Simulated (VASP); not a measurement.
A run of VASP 6.6.1:

INCAR

```
  ALGO = Normal
  EDIFF = 1E-6
  ENCUT = 520
  GGA = PS
  ISIF = 2
  ISMEAR = 0
  LASPH = T
  LCHARG = T
  LELF = T
  LREAL = F
  LVHAR = T
  LWAVE = F
  NBANDS = 22
  NELM = 60
  PREC = Accurate
  SIGMA = 0.1
```

The input KPOINTS:

```
k-points
0
Gamma
  9 9 9
```

The input POSCAR:

```
Zr2HC
1.0
    1.5168308130      0.8757426782      4.9973062314
   -1.5168308130      0.8757426782      4.9973062314
    0.0000000000     -1.7514853564      4.9973062314
Zr H C
2 1 1
Direct
    0.7462226363      0.7462226363      0.7462226363
    0.2537773637      0.2537773637      0.2537773637
    0.0000000000      0.0000000000      0.0000000000
    0.5000000000      0.5000000000      0.5000000000
```

Potentials or basis: VASP PAW PBE potentials, release 64 (Zr_sv, H, C).

The run is started by

```sh
$ cat potpaw_PBE.64/Zr_sv/POTCAR potpaw_PBE.64/H/POTCAR potpaw_PBE.64/C/POTCAR > POTCAR
$ mpirun -np 1 vasp_std > vasp.out
```

Hardware: 1 thread of AMD EPYC 9R45 96-Core Processor (Zen 5) (shared host).

Problem. How long does it take, and how much memory?

Solution. Run time: 84 s on 1 thread of AMD EPYC 9R45 96-Core Processor (Zen 5) (shared host), peak memory 0.24 GiB. Counts: scf iterations 13, k points 85.
